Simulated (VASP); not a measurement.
Here is a VASP 6.6.1 calculation.

File INCAR:

```
SYSTEM = Bi2Se3
ALGO = Normal
EDIFF = 1E-7
ENCUT = 520
GGA = PS
ISIF = 2
ISMEAR = -1
LASPH = .True.
LCHARG = .False.
LREAL = .False.
LWAVE = .False.
NBANDS = 32
NELM = 100
PREC = Accurate
SIGMA = 0.03
```

File KPOINTS:

```
k-points
0
Gamma
  6 6 6
  0 0 0
```

File POSCAR:

```
Bi2Se3
1.0
    2.0714992968      1.1959806766      9.3544234000
   -2.0714992968      1.1959806766      9.3544234000
    0.0000000000     -2.3919613533      9.3544234000
Bi Se
2 3
Direct
    0.4008000000      0.4008000000      0.4008000000
    0.5992000000      0.5992000000      0.5992000000
    0.0000000000      0.0000000000      0.0000000000
    0.2117000000      0.2117000000      0.2117000000
    0.7883000000      0.7883000000      0.7883000000
```

Potentials or basis: VASP PAW PBE potentials, release 64 (Bi_d, Se).

Command:

```bash
$ cat potpaw_PBE.64/Bi_d/POTCAR potpaw_PBE.64/Se/POTCAR > POTCAR
$ mpirun -np 1 vasp_std > vasp.out
```

(1) Estimate the band gap on the k mesh.

(2) Estimate the pressure.

(3) Estimate the largest force.

## Answers

(1) 0.06 eV.

(2) 1.0 GPa.

(3) 0.301 eV/Å.

Caveat: the cell differs from its parent crystal (zz strain of -2 %); the PAW data sets were made with another functional, which shifts forces and pressure a little; spin-orbit coupling is left out, which moves the levels of the heavy elements.
